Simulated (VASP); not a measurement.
# TiSe2 (base) (P-3m1) in VASP: density of states with PBE+D3(BJ)

Aim: the density of states of TiSe2 (base) with PBE+D3(BJ).

The COD entry that gives the cell may itself be a prediction, so a difference from it is no test against experiment.

Program: VASP 6.6.1. These are calculated values, not measurements. Logs are shortened: lines on timing, memory, paths and dates and some standing lists are left out, and cuts for length are marked.

## Step 1: The cell of the first run

It takes space group P-3m1 (No. 164, trigonal). Conventional cell: a = 3.481 Å, b = 3.481 Å, c = 5.871 Å, α = 90.00°, β = 90.00°, γ = 120.00°. Within 3.4 Å of Ti (site symmetry -3m) lie 6 Se at 2.54 Å. Within 3.4 Å of Se (site symmetry 3m) lie 3 Ti at 2.54 Å.

## Step 2: Density of states, PBE+D3(BJ)

File POSCAR:

```
TiSe2
1.0
    3.4811856662      0.0000000000      0.0000000000
   -1.7405928331      3.0147952222      0.0000000000
    0.0000000000      0.0000000000      5.8709880419
Ti Se
1 2
Direct
    0.0000000000      0.0000000000      0.0000000000
    0.3333333333      0.6666666667      0.2646599412
    0.6666666667      0.3333333333      0.7353400588
```

File INCAR.step1:

```
SYSTEM = TiSe2
ALGO = Normal
EDIFF = 1E-6
ENCUT = 400
GGA = PE
GGA_COMPAT = .FALSE.
ISIF = 2
ISMEAR = 0
IVDW = 12
LASPH = .TRUE.
LCHARG = .TRUE.
LMAXMIX = 4
LORBIT = 11
LREAL = .FALSE.
LWAVE = .FALSE.
NBANDS = 19
NEDOS = 2001
NELM = 120
PREC = Accurate
SIGMA = 0.1
```

File KPOINTS.step1:

```
k-points
0
G
  15 15 8
  0 0 0
```

File INCAR.step2:

```
SYSTEM = TiSe2
ALGO = Normal
EDIFF = 1E-6
ENCUT = 400
GGA = PE
GGA_COMPAT = .FALSE.
ICHARG = 11
ISIF = 2
ISMEAR = -5
IVDW = 12
LASPH = .TRUE.
LCHARG = .FALSE.
LMAXMIX = 4
LORBIT = 11
LREAL = .FALSE.
LWAVE = .FALSE.
NEDOS = 2001
NELM = 120
PREC = Accurate
SIGMA = 0.1
```

File KPOINTS.step2:

```
k-points
0
G
  23 23 12
  0 0 0
```

Potentials or basis: VASP PAW PBE potentials, release 64 (Ti_sv, Se).

Command:

```
$ cat potpaw_PBE.64/Ti_sv/POTCAR potpaw_PBE.64/Se/POTCAR > POTCAR
$ cp INCAR.step1 INCAR
$ cp KPOINTS.step1 KPOINTS
$ mpirun -np 1 vasp_std > vasp.out
$ cp INCAR.step2 INCAR
$ cp KPOINTS.step2 KPOINTS
$ mpirun -np 1 vasp_std > vasp.out
```

OUTCAR:

```text
SYSTEM = TiSe2
   EDIFF = 1E-6
   ENCUT = 400
   GGA = PE
   ICHARG = 11
   ISIF = 2
   ISMEAR = -5
   IVDW = 12
   LASPH = .TRUE.
   LORBIT = 11
   LREAL = .FALSE.
   NELM = 120
   PREC = Accurate
 IVDW          = 12

 ion  position               nearest neighbor table
   1  0.000  0.000  0.000-   2 2.54   3 2.54   2 2.54   3 2.54   3 2.54   2 2.54
   2  0.333  0.667  0.265-   1 2.54   1 2.54   1 2.54
   3  0.667  0.333  0.735-   1 2.54   1 2.54   1 2.54

  LATTYP: Found a hexagonal cell.
 ALAT       =     3.4811856662
 C/A-ratio  =     1.6864909272

  Lattice vectors:

 A1 = (   3.4811856662,   0.0000000000,   0.0000000000)
 A2 = (  -1.7405928331,   3.0147952222,   0.0000000000)
 A3 = (   0.0000000000,   0.0000000000,   5.8709880419)

Analysis of symmetry for initial positions (statically):
=====================================================================
 Subroutine PRICEL returns:
 Original cell was already a primitive cell.

 Routine SETGRP: Setting up the symmetry group for a
 hexagonal supercell.

 Subroutine GETGRP returns: Found 12 space group operations
 (whereof 12 operations were pure point group operations)
 out of a pool of 24 trial point group operations.

The static configuration has the point symmetry D_3d.

Analysis of symmetry for dynamics (positions and initial velocities):
=====================================================================
 Subroutine PRICEL returns:
 Original cell was already a primitive cell.

 Routine SETGRP: Setting up the symmetry group for a
 hexagonal supercell.

 Subroutine GETGRP returns: Found 12 space group operations
 (whereof 12 operations were pure point group operations)
 out of a pool of 24 trial point group operations.

The dynamic configuration has the point symmetry D_3d.

 Subroutine INISYM returns: Found 12 space group operations
 (whereof 12 operations are pure point group operations),
 and found     1 'primitive' translations

----------------------------------------------------------------------------------------

                                     Primitive cell

  volume of cell :      61.6164

  direct lattice vectors                    reciprocal lattice vectors
     3.481185666  0.000000000  0.000000000     0.287258450  0.165848744  0.000000000
    -1.740592833  3.014795222  0.000000000     0.000000000  0.331697487  0.000000000
     0.000000000  0.000000000  5.870988042     0.000000000  0.000000000  0.170329081

  length of vectors
     3.481185666  3.481185666  5.870988042     0.331697487  0.331697487  0.170329081

  position of ions in fractional coordinates (direct lattice)
     0.000000000  0.000000000  0.000000000
     0.333333333  0.666666667  0.264659941
     0.666666667  0.333333333  0.735340059

  ion indices of the primitive-cell ions
   primitive index   ion index
                 1           1
                 2           2
                 3           3

----------------------------------------------------------------------------------------

 KPOINTS: k-points

Automatic generation of k-mesh.
 Grid dimensions read from file:
 generate k-points for:   23   23   12

 Generating k-lattice:

  Cartesian coordinates                     Fractional coordinates (reciprocal lattice)
     0.012489498  0.007210815  0.000000000     0.043478261  0.000000000  0.000000000
     0.000000000  0.014421630  0.000000000     0.000000000  0.043478261  0.000000000
     0.000000000  0.000000000  0.014194090     0.000000000  0.000000000  0.083333333

  Length of vectors
     0.014421630  0.014421630  0.014194090

  Shift w.r.t. Gamma in fractional coordinates (k-lattice)
     0.000000000  0.000000000  0.000000000

 TETIRR: Found   9426 inequivalent tetrahedra from    38088

 Subroutine IBZKPT returns following result:
 ===========================================

 Found    612 irreducible k-points:

 Following reciprocal coordinates:
            Coordinates               Weight
  0.000000  0.000000  0.000000      1.000000
  0.043478 -0.000000  0.000000      6.000000
  0.086957 -0.000000  0.000000      6.000000
  0.130435  0.000000  0.000000      6.000000
  0.173913  0.000000  0.000000      6.000000
  0.217391 -0.000000  0.000000      6.000000
[... 16 lines left out ...]
  0.478261  0.043478  0.000000      6.000000
  0.086957  0.086957  0.000000      6.000000
 [... further k-points ...]
   k-points           NKPTS =    612   k-points in BZ     NKDIM =    612   number of bands    NBANDS=     16
   number of dos      NEDOS =   2001   number of ions     NIONS =      3
   total plane-waves  NPLWV =  23040
   dimension x,y,z NGX =    24 NGY =   24 NGZ =   40
   dimension x,y,z NGXF=    48 NGYF=   48 NGZF=   80
   ions per type =               1   2
   NGX,Y,Z   is equivalent  to a cutoff of  11.46, 11.46, 11.33 a.u.
   NGXF,Y,Z  is equivalent  to a cutoff of  22.92, 22.92, 22.65 a.u.
 SYSTEM =  TiSe2
   PREC   = accura    normal or accurate (medium, high low for compatibility)
   ISTART =      0    job   : 0-new  1-cont  2-samecut
   ICHARG =     11    charge: 1-file 2-atom 10-const
   ISPIN  =      1    spin polarized calculation?
   LNONCOLLINEAR =      F non collinear calculations
   LSORBIT =      F    spin-orbit coupling
   LASPH  =      T    aspherical Exc in radial PAW
   ENCUT  =  400.0 eV  29.40 Ry    5.42 a.u.   5.68  5.68  9.57*2*pi/ulx,y,z
   NELM   =    120;   NELMIN=  2; NELMDL=  0     # of ELM steps
   EDIFF  = 0.1E-05   stopping-criterion for ELM
   LREAL  =      F    real-space projection
   EDIFFG = 0.1E-04   stopping-criterion for IOM
   NSW    =      0    number of steps for IOM
   IBRION =     -1    ionic relax: 0-MD 1-quasi-New 2-CG
   NFREE  =      0    steps in history (QN), initial steepest desc. (CG)
   ISIF   =      2    stress and relaxation
   ISYM   =      2    0-nonsym 1-usesym 2-fastsym
   POTIM  = 0.5000    time-step for ionic-motion
   TEBEG  =    0.0;   TEEND  =   0.0 temperature during run
   PSTRESS=    0.0 pullay stress
   NELECT =      24.0000    total number of electrons
   NUPDOWN=      -1.0000    fix difference up-down
   EMIN   =  10.00;   EMAX   =-10.00  energy-range for DOS
   EFERMI =   0.00;   METHOD = LEGACY
   ISMEAR =    -5;   SIGMA  =   0.10  broadening in eV -4-tet -1-fermi 0-gaus
   EFERMI_NEDOS =   21; number of points for ismear=-14 and -15
   IALGO  =     38    algorithm
   IMIX   =      4    mixing-type and parameters
     AMIX     =   0.40;   BMIX     =  1.00
     AMIX_MAG =   1.60;   BMIX_MAG =  1.00
  volume/ion in A,a.u.               =      20.54       138.60
  Fermi-wavevector in a.u.,A,eV,Ry     =   1.195583  2.259325 19.448432  1.429419
  Thomas-Fermi vector in A             =   2.331545
   LORBIT       =     11    0 simple, 1 ext, 2 COOP (PROOUT), +10 PAW based schemes
   GGA     = PE    functional components
   LHFCALC =     F    Hartree Fock is set to
   AEXX    =    0.0000 exact exchange contribution
   IVDW    =    12    specifies the selected vdW correction
   LEPSILON=     F    determine dielectric tensor
   LRPA    =     F    only Hartree local field effects (RPA)
 non-spin polarized calculation
 Fermi weights with tetrahedron method with Bloechl corrections
  energy-cutoff  :      400.00
  volume of cell :       61.62
 maximum number of plane-waves:      1130
 NGX is ok and might be reduce to    24

 number of electron      23.9999996 magnetization

 Free energy of the ion-electron system (eV)
  ---------------------------------------------------
  ext. energy  EPLUGINS =         0.00000000
  ---------------------------------------------------
  free energy    TOTEN  =       -18.11771130 eV

  energy without entropy =      -18.11771130  energy(sigma->0) =      -18.11771130

 E-fermi :   5.3854     XC(G=0): -10.2952

 val. band max:        5.4392911715   @ k =   0.0435  -0.0000   0.3333
 cond. band min:       5.3669140564   @ k =   0.0000   0.4348   0.1667
 fundamental gap:     -0.0723771151
 Fermi energy:         5.3853709857

 k-point     1 :       0.0000    0.0000    0.0000
  band No.  band energies     occupation
      1     -52.1436      2.00000
      2     -28.3841      2.00000
      3     -28.3698      2.00000
      4     -28.3698      2.00000
      5      -8.8277      2.00000
      6      -7.2269      2.00000
[... 8 lines left out ...]
     15       5.9886      0.00000
     16       8.6786      0.00000

 k-point     2 :       0.0435   -0.0000    0.0000
  band No.  band energies     occupation
      1     -52.1434      2.00000
      2     -28.3837      2.00000
      3     -28.3717      2.00000
      4     -28.3702      2.00000
      5      -8.8057      2.00000
      6      -7.2191      2.00000
[... 8 lines left out ...]
     15       6.2086      0.00000
     16       8.6124      0.00000

 k-point     3 :       0.0870   -0.0000    0.0000
  band No.  band energies     occupation
      1     -52.1429      2.00000
      2     -28.3824      2.00000
      3     -28.3774      2.00000
      4     -28.3715      2.00000
      5      -8.7403      2.00000
      6      -7.1963      2.00000
[... 8 lines left out ...]
     15       6.4342      0.00000
     16       8.4943      0.00000

 k-point     4 :       0.1304    0.0000    0.0000
  band No.  band energies     occupation
      1     -52.1420      2.00000
      2     -28.3865      2.00000
      3     -28.3804      2.00000
      4     -28.3735      2.00000
      5      -8.6336      2.00000
      6      -7.1600      2.00000
[... 8 lines left out ...]
     15       6.6073      0.00000
     16       8.4421      0.00000

 k-point     5 :       0.1739    0.0000    0.0000
  band No.  band energies     occupation
      1     -52.1410      2.00000
      2     -28.3981      2.00000
      3     -28.3778      2.00000
      4     -28.3762      2.00000
      5      -8.4890      2.00000
      6      -7.1130      2.00000
[... 8 lines left out ...]
     15       6.7196      0.00000
     16       8.4959      0.00000

 k-point     6 :       0.2174   -0.0000    0.0000
  band No.  band energies     occupation
      1     -52.1399      2.00000
      2     -28.4115      2.00000
      3     -28.3792      2.00000
      4     -28.3749      2.00000
      5      -8.3118      2.00000
      6      -7.0593      2.00000
[... 8 lines left out ...]
     15       6.7782      0.00000
     16       8.6217      0.00000
[... 267 lines left out ...]
 k-point    21 :       0.3913    0.0435    0.0000
  band No.  band energies     occupation
      1     -52.1347      2.00000
      2     -28.4658      2.00000
      3     -28.3929      2.00000
      4     -28.3625      2.00000
      5      -7.3447      2.00000
      6      -6.9068      2.00000
[... 8 lines left out ...]
     15       7.2145      0.00000
     16       8.6726      0.00000

 k-point    22 :       0.4348    0.0435    0.0000
  band No.  band energies     occupation
      1     -52.1343      2.00000
      2     -28.4713      2.00000
      3     -28.3942      2.00000
      4     -28.3613      2.00000
      5      -7.1764      2.00000
      6      -6.9428      2.00000
[... 8 lines left out ...]
     15       7.2526      0.00000
     16       8.6192      0.00000

 k-point    23 :       0.4783    0.0435    0.0000
  band No.  band energies     occupation
      1     -52.1341      2.00000
      2     -28.4731      2.00000
      3     -28.3946      2.00000
      4     -28.3609      2.00000
      5      -7.0812      2.00000
      6      -6.9916      2.00000
[... 8 lines left out ...]
     15       7.2634      0.00000
     16       8.5961      0.00000

 k-point    24 :       0.0870    0.0870    0.0000
  band No.  band energies     occupation
      1     -52.1416      2.00000
      2     -28.3911      2.00000
      3     -28.3794      2.00000
      4     -28.3750      2.00000
      5      -8.5709      2.00000
      6      -7.1392      2.00000
[... 8 lines left out ...]
     15       6.6407      0.00000
     16       8.4777      0.00000

 [... further k-points ...]

------------------------ aborting loop because EDIFF is reached ----------------------------------------

 Edisp (eV)   -1.35033

 E8    (eV) :    -0.5857

  FORCE on cell =-STRESS in cart. coord.  units (eV):
  Direction    XX          YY          ZZ          XY          YZ          ZX
  --------------------------------------------------------------------------------------
  -------------------------------------------------------------------------------------
  Total      -0.04138    -0.04138    -0.05293     0.00000     0.00000     0.00000
  in kB      -1.07587    -1.07587    -1.37640     0.00000     0.00000     0.00000
  external pressure =       -1.18 kB  Pullay stress =        0.00 kB

 VOLUME and BASIS-vectors are now :
 -----------------------------------------------------------------------------
  energy-cutoff  :      400.00
  volume of cell :       61.62
      direct lattice vectors                 reciprocal lattice vectors
     3.481185666  0.000000000  0.000000000     0.287258450  0.165848744  0.000000000
    -1.740592833  3.014795222  0.000000000     0.000000000  0.331697487  0.000000000
     0.000000000  0.000000000  5.870988042     0.000000000  0.000000000  0.170329081

 POSITION                                       TOTAL-FORCE (eV/Angst)
 -----------------------------------------------------------------------------------
      0.00000      0.00000      0.00000         0.000000      0.000000      0.000000
     -0.00000      2.00986      1.55382         0.000000     -0.000000      0.019557
      1.74059      1.00493      4.31717        -0.000000      0.000000     -0.019557
 -----------------------------------------------------------------------------------
    total drift:                               -0.000000      0.000000     -0.000000

  FREE ENERGIE OF THE ION-ELECTRON SYSTEM (eV)
  ---------------------------------------------------
  free  energy   TOTEN  =       -19.4680461996 eV

  energy  without entropy=      -19.4680461996  energy(sigma->0) =      -19.46804620

 total charge

# of ion       s       p       d       tot
------------------------------------------
    1        2.180   6.166   1.856  10.202
    2        1.475   2.360   0.039   3.874
    3        1.475   2.360   0.039   3.874
--------------------------------------------------
tot          5.130  10.886   1.934  17.950
```

Wall time 4.7 min (1 thread of Intel Xeon 6975P-C (Granite Rapids), shared host); peak memory 0.51 GiB.

What came out:

```
Valence electrons inside the program's atomic spheres : Ti 10.20; Se 3.87
Dispersion energy per atom                            : -0.450 eV
```

Caveat: pairwise dispersion overbinds metals, which lowers pressure and volume; tetrahedron occupations give inexact forces and stress in metals.
